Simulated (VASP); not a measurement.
CsI:

```xyz
2
Lattice="4.6081 0.0000 0.0000 0.0000 4.6081 0.0000 0.0000 0.0000 4.6081" Properties=species:S:1:pos:R:3 pbc="T T T"
Cs    0.0000    0.0000    0.0000
I     2.3040    2.3040    2.3040
```

Base run:

- Program: VASP 6.6.1
- Functional: PBE
- Potentials or basis: VASP PAW PBE potentials, release 64 (Cs_sv, I)
- Cutoff: 500 eV
- k mesh: 4 × 4 × 4
- Occupations: gaussian, width 0.01 eV
- Spin: no spin polarisation

Its results: band gap on the k mesh 3.79 eV, indirect (least direct gap 3.88 eV); pressure 0.5 GPa.

Question: After a change of settings the same cell gave: band gap on the k mesh 4.50 eV, indirect (least direct gap 4.59 eV); pressure 0.1 GPa. Which change was it?
A. functional from PBE to HSE06; cutoff from 500 eV to 400 eV
B. k mesh from 4 × 4 × 4 to 6 × 6 × 6
C. functional from PBE to r2SCAN; cutoff from 500 eV to 550 eV
D. functional from PBE to PBE0; cutoff from 500 eV to 400 eV

Answer: C.

r2SCAN gives the wider gap, since meta-GGAs in the generalised Kohn-Sham scheme recover part of the derivative discontinuity.

Caveats: spin-orbit coupling is left out, which moves the levels of the heavy elements; the PAW data sets were made with another functional, which shifts forces and pressure a little (some runs).
